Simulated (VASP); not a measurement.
Crystal: CdS.

```
Cd S
1.0
     0.00000    2.96313    2.96313
     2.96313    0.00000    2.96313
     2.96313    2.96313    0.00000
Cd S
1 1
Direct
  0.00000 0.00000 0.00000
  0.25000 0.25000 0.25000
```

Base run:

* Program: VASP 6.6.1
* Functional: PBE
* Potentials or basis: VASP PAW PBE potentials, release 64 (Cd, S)
* Cutoff: 520 eV
* k mesh: 8 × 8 × 8
* Occupations: gaussian, width 0.02 eV
* Spin: no spin polarisation

Its results: band gap on the k mesh 1.04 eV; pressure 0.3 GPa.

Task: The run is repeated on the same cell with these changes: functional from PBE to PBEsol. What comes out?

Result: Band gap on the k mesh 0.91 eV; pressure -2.5 GPa.

PBEsol binds more tightly than PBE, so the same cell stands under less pressure.

Caveats: the PAW data sets were made with another functional, which shifts forces and pressure a little (at least some runs).

